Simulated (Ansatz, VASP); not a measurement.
# One calculation of C, two programs

```
C
1.0
     0.00000    1.69423    1.78340
     1.69423    0.00000    1.78340
     1.69423    1.69423    0.00000
C
2
Direct
  0.50000 0.50000 0.50000
  0.75000 0.75000 0.75000
```

Change from the starting cell: strain -0.0500 x Voigt [1, 1, 0, 0, 0, 0], atoms carried along.

Alike in both runs: task single point; functional r2SCAN; k mesh 12 × 12 × 12; occupations gaussian, width 0.05 eV; no spin polarisation.

|  | VASP | Ansatz |
| --- | --- | --- |
| version | VASP 6.6.1 | Ansatz 0.2.0 |
| potentials or method | VASP PAW PBE potentials, release 64 (C), cutoff 520 eV | scalar-relativistic, plane waves, PAW |
| valence electrons in the cell | 8 | 8 |

|  | VASP | Ansatz | Ansatz less VASP |
| --- | --- | --- | --- |
| gap on the k mesh at the Fermi level (eV) | 3.87 | 3.90 | +0.035 |
| least direct gap on the mesh (eV) | 5.60 | 5.65 | +0.053 |
| pressure (GPa) | 53.8 | 52.2 | -1.58 |
| traceless stress, the component that is largest in VASP (GPa) | -39.60 | -39.69 | -0.087 |

VASP's potentials were made for PBE, not for r2SCAN. Both programs put the cell under a high pressure, so it lies far from rest at this level.
